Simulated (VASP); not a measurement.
# MgCd5O6 (P-3m1) in VASP: notebook

MgCd5O6 is run at these levels: PBE; tasks: single point.

Everything below comes from runs of VASP 6.6.1. Logs are shortened: lines on timing, memory, paths and dates and some standing lists are left out, and cuts for length are marked.

## 1. The cell of the first run

It takes space group P-3m1 (No. 164, trigonal). Conventional cell: a = 3.303 Å, b = 3.303 Å, c = 16.389 Å, α = 90.00°, β = 90.00°, γ = 120.00°. Within 2.9 Å of Mg (site symmetry -3m) lie 6 O at 2.22 Å. Cd (site symmetry 3m) has 6 O at 2.37 to 2.39 Å and 3 Mg at 3.21 Å and 9 Cd at 3.30 to 3.39 Å within 3.4 Å. Cd (site symmetry 3m) has 6 O at 2.37 Å within 3.1 Å. Cd (site symmetry -3m) has 6 O at 2.37 Å within 3.1 Å. Within 3.0 Å of O (site symmetry 3m) lie 3 Mg at 2.22 Å and 3 Cd at 2.39 Å and 3 O at 2.96 Å. O (site symmetry 3m) has 6 Cd at 2.37 Å within 3.1 Å. Within 3.1 Å of O (site symmetry 3m) lie 6 Cd at 2.37 Å.

## 2. Single point, PBE

Input file INCAR:

```
SYSTEM = MgCd5O6
  PREC = Accurate
  ENCUT = 520
  EDIFF = 1E-7
  ISMEAR = 0
  SIGMA = 0.1
  LREAL = .False.
  LASPH = .True.
  NELM = 100
  ALGO = Normal
  ISIF = 2
  LWAVE = .False.
  LCHARG = .False.
  GGA = PE
  NBANDS = 61
```

Input file KPOINTS:

```
regular mesh
0
Gamma
  6 6 1
  0 0 0
```

Input file POSCAR:

```
MgCd5O6
1.0
    3.3029701000      0.0000000000      0.0000000000
   -1.6514850000      2.8604560000      0.0000000000
    0.0000000000      0.0000000000     16.3892462000
Mg Cd O
1 5 6
Direct
    0.0000000000      0.0000000000      0.5000000000
    0.6666667000      0.3333333000      0.6574450000
    0.3333333000      0.6666667000      0.3425550000
    0.6666667000      0.3333333000      0.1712630000
    0.0000000000      0.0000000000      0.0000000000
    0.3333333000      0.6666667000      0.8287370000
    0.3333333000      0.6666667000      0.5691900000
    0.6666667000      0.3333333000      0.4308100000
    0.0000000000      0.0000000000      0.2570790000
    0.3333333000      0.6666667000      0.0856770000
    0.6666667000      0.3333333000      0.9143230000
    0.0000000000      0.0000000000      0.7429210000
```

Potentials or basis: VASP PAW PBE potentials, release 64 (Mg, Cd, O).

On the command line:

```console
$ cat potpaw_PBE.64/Mg/POTCAR potpaw_PBE.64/Cd/POTCAR potpaw_PBE.64/O/POTCAR > POTCAR
$ mpirun -np 1 vasp_std > vasp.out
```

OUTCAR:

```text
SYSTEM = MgCd5O6
   PREC = Accurate
   ENCUT = 520
   EDIFF = 1E-7
   ISMEAR = 0
   LREAL = .False.
   LASPH = .True.
   NELM = 100
   ISIF = 2
   GGA = PE

 ion  position               nearest neighbor table
   1  0.000  0.000  0.500-   7 2.22   8 2.22   7 2.22   8 2.22   8 2.22   7 2.22   2 3.21   3 3.21
                             3 3.21   2 3.21   3 3.21   2 3.21
   2  0.667  0.333  0.657-  12 2.37  12 2.37  12 2.37   7 2.39   7 2.39   7 2.39   1 3.21   1 3.21
                             1 3.21   6 3.39   6 3.39   6 3.39
   3  0.333  0.667  0.343-   9 2.37   9 2.37   9 2.37   8 2.39   8 2.39   8 2.39   1 3.21   1 3.21
                             1 3.21   4 3.39   4 3.39   4 3.39
   4  0.667  0.333  0.171-  10 2.37  10 2.37  10 2.37   9 2.37   9 2.37   9 2.37   5 3.39   5 3.39
                             5 3.39   3 3.39   3 3.39   3 3.39
   5  0.000  0.000  0.000-  10 2.37  11 2.37  10 2.37  11 2.37  11 2.37  10 2.37   4 3.39   6 3.39
                             6 3.39   4 3.39   6 3.39   4 3.39
   6  0.333  0.667  0.829-  11 2.37  11 2.37  11 2.37  12 2.37  12 2.37  12 2.37   5 3.39   5 3.39
                             5 3.39   2 3.39   2 3.39   2 3.39
   7  0.333  0.667  0.569-   1 2.22   1 2.22   1 2.22   2 2.39   2 2.39   2 2.39
   8  0.667  0.333  0.431-   1 2.22   1 2.22   1 2.22   3 2.39   3 2.39   3 2.39
   9  0.000  0.000  0.257-   3 2.37   3 2.37   3 2.37   4 2.37   4 2.37   4 2.37
  10  0.333  0.667  0.086-   4 2.37   4 2.37   4 2.37   5 2.37   5 2.37   5 2.37
  11  0.667  0.333  0.914-   6 2.37   6 2.37   6 2.37   5 2.37   5 2.37   5 2.37
  12  0.000  0.000  0.743-   2 2.37   2 2.37   2 2.37   6 2.37   6 2.37   6 2.37

  LATTYP: Found a hexagonal cell.
 ALAT       =     3.3029701000
 C/A-ratio  =     4.9619723170

  Lattice vectors:

 A1 = (   3.3029701000,   0.0000000000,   0.0000000000)
 A2 = (  -1.6514850000,   2.8604560000,   0.0000000000)
 A3 = (   0.0000000000,   0.0000000000,  16.3892462000)

Analysis of symmetry for initial positions (statically):
=====================================================================
 Subroutine PRICEL returns:
 Original cell was already a primitive cell.

 Routine SETGRP: Setting up the symmetry group for a
 hexagonal supercell.

 Subroutine GETGRP returns: Found 12 space group operations
 (whereof 12 operations were pure point group operations)
 out of a pool of 24 trial point group operations.

The static configuration has the point symmetry D_3d.

Analysis of symmetry for dynamics (positions and initial velocities):
=====================================================================
 Subroutine PRICEL returns:
 Original cell was already a primitive cell.

 Routine SETGRP: Setting up the symmetry group for a
 hexagonal supercell.

 Subroutine GETGRP returns: Found 12 space group operations
 (whereof 12 operations were pure point group operations)
 out of a pool of 24 trial point group operations.

The dynamic configuration has the point symmetry D_3d.

 Subroutine INISYM returns: Found 12 space group operations
 (whereof 12 operations are pure point group operations),
 and found     1 'primitive' translations

----------------------------------------------------------------------------------------

                                     Primitive cell

  volume of cell :     154.8456

  direct lattice vectors                    reciprocal lattice vectors
     3.302970100  0.000000000  0.000000000     0.302757812  0.174797300  0.000000000
    -1.651485000  2.860456000  0.000000000     0.000000000  0.349594610  0.000000000
     0.000000000  0.000000000 16.389246200     0.000000000  0.000000000  0.061015619

  length of vectors
     3.302970100  3.302970062 16.389246200     0.349594606  0.349594610  0.061015619

  position of ions in fractional coordinates (direct lattice)
     0.000000000  0.000000000  0.500000000
     0.666666700  0.333333300  0.657445000
     0.333333300  0.666666700  0.342555000
     0.666666700  0.333333300  0.171263000
     0.000000000  0.000000000  0.000000000
     0.333333300  0.666666700  0.828737000
     0.333333300  0.666666700  0.569190000
     0.666666700  0.333333300  0.430810000
     0.000000000  0.000000000  0.257079000
     0.333333300  0.666666700  0.085677000
     0.666666700  0.333333300  0.914323000
     0.000000000  0.000000000  0.742921000

  ion indices of the primitive-cell ions
   primitive index   ion index
                 1           1
                 2           2
                 3           3
                 4           4
                 5           5
                 6           6
                 7           7
                 8           8
                 9           9
                10          10
                11          11
                12          12

----------------------------------------------------------------------------------------

 KPOINTS: regular mesh

Automatic generation of k-mesh.
 Grid dimensions read from file:
 generate k-points for:    6    6    1

 Generating k-lattice:

  Cartesian coordinates                     Fractional coordinates (reciprocal lattice)
     0.050459635  0.029132883  0.000000000     0.166666667  0.000000000  0.000000000
     0.000000000  0.058265768  0.000000000     0.000000000  0.166666667  0.000000000
     0.000000000  0.000000000  0.061015619     0.000000000  0.000000000  1.000000000

  Length of vectors
     0.058265768  0.058265768  0.061015619

  Shift w.r.t. Gamma in fractional coordinates (k-lattice)
     0.000000000  0.000000000  0.000000000

 Subroutine IBZKPT returns following result:
 ===========================================

 Found      7 irreducible k-points:

 Following reciprocal coordinates:
            Coordinates               Weight
  0.000000  0.000000  0.000000      1.000000
  0.166667  0.000000  0.000000      6.000000
  0.333333  0.000000  0.000000      6.000000
  0.500000  0.000000  0.000000      3.000000
  0.166667  0.166667  0.000000      6.000000
  0.333333  0.166667  0.000000     12.000000
  0.333333  0.333333  0.000000      2.000000
   k-points           NKPTS =      7   k-points in BZ     NKDIM =      7   number of bands    NBANDS=     61
   number of dos      NEDOS =    301   number of ions     NIONS =     12
   total plane-waves  NPLWV =  98784
[... 23 lines left out ...]
   POTIM  = 0.5000    time-step for ionic-motion
   TEBEG  =    0.0;   TEEND  =   0.0 temperature during run
   PSTRESS=    0.0 pullay stress
   NELECT =      98.0000    total number of electrons
   NUPDOWN=      -1.0000    fix difference up-down
   EMIN   =  10.00;   EMAX   =-10.00  energy-range for DOS
   EFERMI =   0.00;   METHOD = LEGACY
   ISMEAR =     0;   SIGMA  =   0.10  broadening in eV -4-tet -1-fermi 0-gaus
   EFERMI_NEDOS =   21; number of points for ismear=-14 and -15
   IALGO  =     38    algorithm
   IMIX   =      4    mixing-type and parameters
     AMIX     =   0.40;   BMIX     =  1.00
     AMIX_MAG =   1.60;   BMIX_MAG =  1.00
  volume/ion in A,a.u.               =      12.90        87.08
  Fermi-wavevector in a.u.,A,eV,Ry     =   1.405564  2.656130 26.879800  1.975610
  Thomas-Fermi vector in A             =   2.528012
   LORBIT       =      0    0 simple, 1 ext, 2 COOP (PROOUT), +10 PAW based schemes
   GGA     = PE    functional components
   LHFCALC =     F    Hartree Fock is set to
   AEXX    =    0.0000 exact exchange contribution
   IVDW    =     0    specifies the selected vdW correction
   LEPSILON=     F    determine dielectric tensor
   LRPA    =     F    only Hartree local field effects (RPA)
 non-spin polarized calculation
 Gauss-broadening in eV      SIGMA  =   0.10
  energy-cutoff  :      520.00
  volume of cell :      154.85
 maximum number of plane-waves:      4189
 NGX is ok and might be reduce to    28
   NGX = 13   NGY = 13   NGZ = 61

 number of electron      97.9999999 magnetization

 Free energy of the ion-electron system (eV)
  ---------------------------------------------------
  ext. energy  EPLUGINS =         0.00000000
  ---------------------------------------------------
  free energy    TOTEN  =       -50.15416932 eV

  energy without entropy =      -50.14664660  energy(sigma->0) =      -50.15040796

 E-fermi :   1.9253     XC(G=0): -11.3929

 val. band max:        1.8435131544   @ k =   0.5000   0.0000   0.0000
 cond. band min:       3.5300591021   @ k =   0.1667   0.0000   0.0000
 fundamental gap:      1.6865459477
 Fermi energy:         1.9253018830

 k-point     1 :       0.0000    0.0000    0.0000
  band No.  band energies     occupation
      1     -15.2570      2.00000
      2     -15.0854      2.00000
      3     -15.0340      2.00000
      4     -14.7399      2.00000
      5     -14.6886      2.00000
      6     -14.2805      2.00000
[... 53 lines left out ...]
     60      14.1325      0.00000
     61      14.2795      0.00000

 k-point     2 :       0.1667    0.0000    0.0000
  band No.  band energies     occupation
      1     -15.1020      2.00000
      2     -14.9656      2.00000
      3     -14.9054      2.00000
      4     -14.6874      2.00000
      5     -14.6595      2.00000
      6     -14.2492      2.00000
[... 53 lines left out ...]
     60      12.6250      0.00000
     61      12.9865      0.00000

 k-point     3 :       0.3333    0.0000    0.0000
  band No.  band energies     occupation
      1     -14.7859      2.00000
      2     -14.7310      2.00000
      3     -14.6574      2.00000
      4     -14.6129      2.00000
      5     -14.5154      2.00000
      6     -14.1878      2.00000
[... 53 lines left out ...]
     60      10.8956      0.00000
     61      11.0267      0.00000

 k-point     4 :       0.5000    0.0000    0.0000
  band No.  band energies     occupation
      1     -14.6652      2.00000
      2     -14.6229      2.00000
      3     -14.5738      2.00000
      4     -14.5422      2.00000
      5     -14.3358      2.00000
      6     -14.1831      2.00000
[... 53 lines left out ...]
     60      11.1103      0.00000
     61      11.6186      0.00000

 k-point     5 :       0.1667    0.1667    0.0000
  band No.  band energies     occupation
      1     -14.8629      2.00000
      2     -14.7829      2.00000
      3     -14.7199      2.00000
      4     -14.6238      2.00000
      5     -14.5781      2.00000
      6     -14.2008      2.00000
[... 53 lines left out ...]
     60      11.4136      0.00000
     61      11.7156      0.00000

 k-point     6 :       0.3333    0.1667    0.0000
  band No.  band energies     occupation
      1     -14.6403      2.00000
      2     -14.6120      2.00000
      3     -14.5838      2.00000
      4     -14.5681      2.00000
      5     -14.3556      2.00000
      6     -14.1725      2.00000
[... 53 lines left out ...]
     60      11.0336      0.00000
     61      11.3892      0.00000

 k-point     7 :       0.3333    0.3333    0.0000
  band No.  band energies     occupation
      1     -14.5644      2.00000
      2     -14.5644      2.00000
      3     -14.5466      2.00000
      4     -14.5465      2.00000
      5     -14.2154      2.00000
      6     -14.2154      2.00000
[... 53 lines left out ...]
     60       9.6740      0.00000
     61      10.6000      0.00000

------------------------ aborting loop because EDIFF is reached ----------------------------------------

  FORCE on cell =-STRESS in cart. coord.  units (eV):
  Direction    XX          YY          ZZ          XY          YZ          ZX
  --------------------------------------------------------------------------------------
  -------------------------------------------------------------------------------------
  Total        1.0372710      1.0372710      1.1759387      0.0000000      0.0000000     -0.0000000
  in kB       10.7325746     10.7325745     12.1673603      0.0000002      0.0000000     -0.0000000
  external PRESSURE =      11.2108364 kB  Pullay stress =       0.0000000 kB

 VOLUME and BASIS-vectors are now :
 -----------------------------------------------------------------------------
  energy-cutoff  :      520.00
  volume of cell :      154.85
      direct lattice vectors                 reciprocal lattice vectors
     3.302970100  0.000000000  0.000000000     0.302757812  0.174797300  0.000000000
    -1.651485000  2.860456000  0.000000000     0.000000000  0.349594610  0.000000000
     0.000000000  0.000000000 16.389246200     0.000000000  0.000000000  0.061015619

 POSITION                                       TOTAL-FORCE (eV/Angst)
 -----------------------------------------------------------------------------------
      0.00000      0.00000      8.19462         0.000000      0.000000      0.000000
      1.65149      0.95349     10.77503         0.000000     -0.000000     -0.038580
     -0.00000      1.90697      5.61422         0.000000      0.000000      0.038580
      1.65149      0.95349      2.80687         0.000000      0.000000      0.019461
      0.00000      0.00000      0.00000         0.000000      0.000000      0.000000
     -0.00000      1.90697     13.58237         0.000000     -0.000000     -0.019461
     -0.00000      1.90697      9.32860        -0.000000      0.000000     -0.084124
      1.65149      0.95349      7.06065        -0.000000      0.000000      0.084124
      0.00000      0.00000      4.21333         0.000000      0.000000     -0.018735
     -0.00000      1.90697      1.40418         0.000000      0.000000     -0.009229
      1.65149      0.95349     14.98506        -0.000000      0.000000      0.009229
      0.00000      0.00000     12.17592         0.000000     -0.000000      0.018735
 -----------------------------------------------------------------------------------
    total drift:                                0.000000      0.000000      0.000000

  FREE ENERGIE OF THE ION-ELECTRON SYSTEM (eV)
  ---------------------------------------------------
  free  energy   TOTEN  =       -50.1541693230 eV

  energy  without entropy=      -50.1466465954  energy(sigma->0) =      -50.15040796
```

Run time: 1.8 min. Hardware: 1 thread of Intel Xeon Platinum 8488C (Sapphire Rapids), shared host; peak memory 0.32 GiB.

Results:

```
Free energy            : -50.1542 eV
Pressure               : 1.1 GPa
Largest force          : 0.084 eV/Å
Band gap on the k mesh : zero (filled and empty bands overlap)
```

Forces on the atoms (eV/Å):
```
Mg   0.000  0.000  0.000
Cd   0.000  0.000 -0.039
Cd   0.000  0.000  0.039
Cd   0.000  0.000  0.019
Cd   0.000  0.000  0.000
Cd   0.000  0.000 -0.019
O    0.000  0.000 -0.084
O    0.000  0.000  0.084
O    0.000  0.000 -0.019
O    0.000  0.000 -0.009
O    0.000  0.000  0.009
O    0.000  0.000  0.019
```

Levels at points of the mesh, in eV from the Fermi level:
```
           k point  band 47  band 48  band 49  band 50  band 51  band 52
(0.00, 0.00, 0.00)    -0.24    -0.12    -0.09    -0.09     1.62     1.97
(0.50, 0.00, 0.00)    -0.52    -0.11    -0.08     3.96     4.49     4.69
```

Caveat: the k points lie up to 0.38 Å⁻¹ apart; semilocal functionals underestimate gaps, so a narrow gap can read as zero.

## 3. Single point, PBE, collinear spin, ferromagnetic start

Input file INCAR:

```
PREC = Accurate
ENCUT = 520
EDIFF = 1E-6
ISMEAR = 0
SIGMA = 0.1
LREAL = F
LASPH = T
NELM = 150
ALGO = Normal
ISIF = 2
LWAVE = F
LCHARG = F
ISPIN = 2
MAGMOM = 0 0 0 0 0 0 1 1 1 1 1 1
LORBIT = 11
GGA = PE
NBANDS = 65
```

Input file KPOINTS:

```
regular mesh
0
Gamma
  6 6 1
```

POSCAR is that of step 2.

Potentials or basis: VASP PAW PBE potentials, release 64 (Mg, Cd, O).

On the command line:

```console
$ cat potpaw_PBE.64/Mg/POTCAR potpaw_PBE.64/Cd/POTCAR potpaw_PBE.64/O/POTCAR > POTCAR
$ mpirun -np 1 vasp_std > vasp.out
```

It took 3.3 min on 1 thread of Intel Xeon Platinum 8488C (Sapphire Rapids), shared host; peak memory 0.42 GiB.

The run converged. Its results:

| Property | Result |
| --- | --- |
| Free energy | -50.1542 eV |
| Pressure | 1.1 GPa |
| Largest force | 0.084 eV/Å |
| Band gap on the k mesh | zero (filled and empty bands overlap) |
| Net moment | 0.00 μB per cell |
| Valence electrons inside the program's atomic spheres | Mg 0.31; Cd 10.23; O 4.96, 4.92 (each value once) |

Forces in eV/Å, atoms in the order of the input:
```
Mg   0.000  0.000  0.000
Cd   0.000  0.000 -0.039
Cd   0.000  0.000  0.039
Cd   0.000  0.000  0.020
Cd   0.000  0.000  0.000
Cd   0.000  0.000 -0.020
O    0.000  0.000 -0.084
O    0.000  0.000  0.084
O    0.000  0.000 -0.019
O    0.000  0.000 -0.009
O    0.000  0.000  0.009
O    0.000  0.000  0.019
```

Stress tensor (GPa, compression positive):
```
1.09 0.00 0.00
0.00 1.09 0.00
0.00 0.00 1.24
```

Levels at points of the mesh, in eV from the Fermi level:
Spin up:
| k point | band 45 | band 46 | band 47 | band 48 | band 49 | band 50 | band 51 | band 52 | band 53 | band 54 |
| --- | --- | --- | --- | --- | --- | --- | --- | --- | --- | --- |
| (0.00, 0.00, 0.00) | -0.62 | -0.24 | -0.24 | -0.12 | -0.09 | -0.09 | 1.62 | 1.97 | 3.76 | 4.01 |
| (0.50, 0.00, 0.00) | -0.88 | -0.77 | -0.52 | -0.11 | -0.08 | 3.96 | 4.49 | 4.69 | 5.10 | 5.61 |
Spin down:
```tsv
k point	band 47	band 48	band 49	band 50	band 51	band 52
(0.00, 0.00, 0.00)	-0.24	-0.12	-0.09	-0.09	1.62	1.97
(0.50, 0.00, 0.00)	-0.52	-0.11	-0.08	3.96	4.49	4.69
```

Caveat: the k points lie up to 0.38 Å⁻¹ apart; semilocal functionals underestimate gaps, so a narrow gap can read as zero.

## 4. Single point, PBE, collinear spin, ferromagnetic start

Input file INCAR:

```
SYSTEM = MgCd5O6
PREC = Accurate
ENCUT = 520
EDIFF = 1E-6
ISMEAR = 0
SIGMA = 0.1
LREAL = .False.
LASPH = .True.
NELM = 150
ALGO = Normal
ISIF = 2
LWAVE = .False.
LCHARG = .False.
ISPIN = 2
MAGMOM = 0 0 0 0 0 0 1 1 1 1 1 1
LORBIT = 11
GGA = PE
NBANDS = 65
```

Input file KPOINTS:

```
regular mesh
0
Gamma
  6 6 1
  0 0 0
```

POSCAR is that of step 3.

On the command line:

```console
$ cat potpaw_PBE.64/Mg/POTCAR potpaw_PBE.64/Cd/POTCAR potpaw_PBE.64/O/POTCAR > POTCAR
$ mpirun -np 1 vasp_std > vasp.out
```

Wall time 3.5 min (1 thread of Intel Xeon Platinum 8488C (Sapphire Rapids), shared host); peak memory 0.42 GiB.

It converged, with:

```
Free energy                                           : -50.1542 eV
Pressure                                              : 1.1 GPa
Largest force                                         : 0.084 eV/Å
Band gap on the k mesh                                : zero (filled and empty bands overlap)
Net moment                                            : 0.00 μB per cell
Valence electrons inside the program's atomic spheres : Mg 0.31; Cd 10.23; O 4.96, 4.92 (each value once)
```

Forces in eV/Å, atoms in the order of the input:
```
Mg   0.000  0.000  0.000
Cd   0.000  0.000 -0.039
Cd   0.000  0.000  0.039
Cd   0.000  0.000  0.020
Cd   0.000  0.000  0.000
Cd   0.000  0.000 -0.020
O    0.000  0.000 -0.084
O    0.000  0.000  0.084
O    0.000  0.000 -0.019
O    0.000  0.000 -0.009
O    0.000  0.000  0.009
O    0.000  0.000  0.019
```

Stress tensor (GPa, compression positive):
```
1.09 0.00 0.00
0.00 1.09 0.00
0.00 0.00 1.24
```

Levels at points of the mesh, in eV from the Fermi level:
Spin up:
```
           k point  band 46  band 47  band 48  band 49  band 50  band 51  band 52  band 53
(0.00, 0.00, 0.00)    -0.24    -0.24    -0.12    -0.09    -0.09     1.62     1.97     3.76
(0.50, 0.00, 0.00)    -0.77    -0.52    -0.11    -0.08     3.96     4.49     4.69     5.10
```
Spin down:
| k point | band 45 | band 46 | band 47 | band 48 | band 49 | band 50 | band 51 | band 52 | band 53 | band 54 |
| --- | --- | --- | --- | --- | --- | --- | --- | --- | --- | --- |
| (0.00, 0.00, 0.00) | -0.62 | -0.24 | -0.24 | -0.12 | -0.09 | -0.09 | 1.62 | 1.97 | 3.76 | 4.01 |
| (0.50, 0.00, 0.00) | -0.88 | -0.77 | -0.52 | -0.11 | -0.08 | 3.96 | 4.49 | 4.69 | 5.10 | 5.61 |

Caveat: the k points lie up to 0.38 Å⁻¹ apart; semilocal functionals underestimate gaps, so a narrow gap can read as zero.
